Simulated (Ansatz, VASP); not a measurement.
# AlN in VASP and in Ansatz

INCAR

```
SYSTEM = AlN
ALGO = Normal
EDIFF = 1E-6
ENCUT = 520
GGA = PS
ISIF = 2
ISMEAR = 0
LASPH = .TRUE.
LCHARG = .FALSE.
LREAL = .FALSE.
LWAVE = .FALSE.
NBANDS = 16
NELM = 100
PREC = Accurate
SIGMA = 0.05
```

KPOINTS

```
k-points
0
G
  9 9 6
  0 0 0
```

File POSCAR:

```
AlN
1.0
    3.3214000000      0.0000000000      0.0000000000
   -1.6607000000      2.8764167761      0.0000000000
    0.0000000000      0.0000000000      4.0584000000
Al N
2 2
Direct
    0.3333333333      0.6666666667      0.7500000000
    0.6666666667      0.3333333333      0.2500000000
    0.3333333333      0.6666666667      0.2500000000
    0.6666666667      0.3333333333      0.7500000000
```

Input for Ansatz:

```yaml
crystal:
  lattice:
    - [3.3214, 0.0, 0.0]
    - [-1.6607, 2.8764167761, 0.0]
    - [0.0, 0.0, 4.0584]
  atoms:
    - { symbol: Al, position: [0.3333333333, 0.6666666667, 0.75] }
    - { symbol: Al, position: [0.6666666667, 0.3333333333, 0.25] }
    - { symbol: "N", position: [0.3333333333, 0.6666666667, 0.25] }
    - { symbol: "N", position: [0.6666666667, 0.3333333333, 0.75] }
basis:
  ecutwfc: 520.0
kpoints:
  mp_grid: { grid: [9, 9, 6] }
hamiltonian:
  xc: pbesol
scf:
  occupations: { method: gaussian, width: 0.05 }
output:
  forces: true
  stress: true
  eigenvalues: true
```

Alike in both runs: task single point; functional PBEsol; k mesh 9 × 9 × 6; occupations gaussian, width 0.05 eV; no spin polarisation.

|  | VASP | Ansatz |
| --- | --- | --- |
| version | VASP 6.6.1 | Ansatz 0.2.0 |
| potentials or method | VASP PAW PBE potentials, release 64 (Al, N), cutoff 520 eV | scalar-relativistic, plane waves, PAW |
| valence electrons in the cell | 16 | 16 |

Ansatz gave:

```
gap on the k mesh at the Fermi level (eV)                     : 3.45
least direct gap on the mesh (eV)                             : 3.45
pressure (GPa)                                                : 1.4
traceless stress, the component that is largest in VASP (GPa) : 3.69
```

Question: Estimate VASP's values.

Answer: gap on the k mesh at the Fermi level (eV): 3.46; least direct gap on the mesh (eV): 3.46; pressure (GPa): 1.4; traceless stress, the component that is largest in VASP (GPa): 3.69.

VASP's potentials were made for PBE, not for PBEsol.
